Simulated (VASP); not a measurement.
Input of a VASP 6.6.1 run:

File INCAR:

```
ALGO = Normal
EDIFF = 1E-8
ENCUT = 520
ISIF = 2
ISMEAR = -1
LASPH = T
LCHARG = F
LEFG = T
LREAL = F
LWAVE = F
NBANDS = 19
NELM = 60
PREC = Accurate
SIGMA = 0.05
```

The input KPOINTS:

```
k-points
0
Gamma
  12 12 7
```

Contents of POSCAR:

```
Zn
1.0
    2.7850770257      0.0000000000      0.0000000000
   -1.3925385129      2.4119474558      0.0000000000
    0.0000000000      0.0000000000      4.5118247817
Zn
2
Direct
    0.3333333333      0.6666666667      0.2500000000
    0.6666666667      0.3333333333      0.7500000000
```

Potentials or basis: VASP PAW LDA potentials, release 64 (Zn).

The run is started by

```bash
$ cat potpaw_LDA.64/Zn/POTCAR > POTCAR
$ mpirun -np 1 vasp_std > vasp.out
```

Task: Estimate the pressure.

Result: -9.2 GPa.

Task: Predict the band gap on the k mesh.

Result: Zero (band 12 reaches 4.49 eV, above the bottom of band 13 at 1.52 eV).

Electric field gradients, principal values (V/Å²):
```csv
atom,least,middle,greatest (by size)
1 Zn,-3.491,-3.499,6.990
2 Zn,-3.491,-3.499,6.990
```

Caveat: without QUAD_EFG the Cq values of the log hold for a quadrupole moment of 1 mb, not for the nuclei.
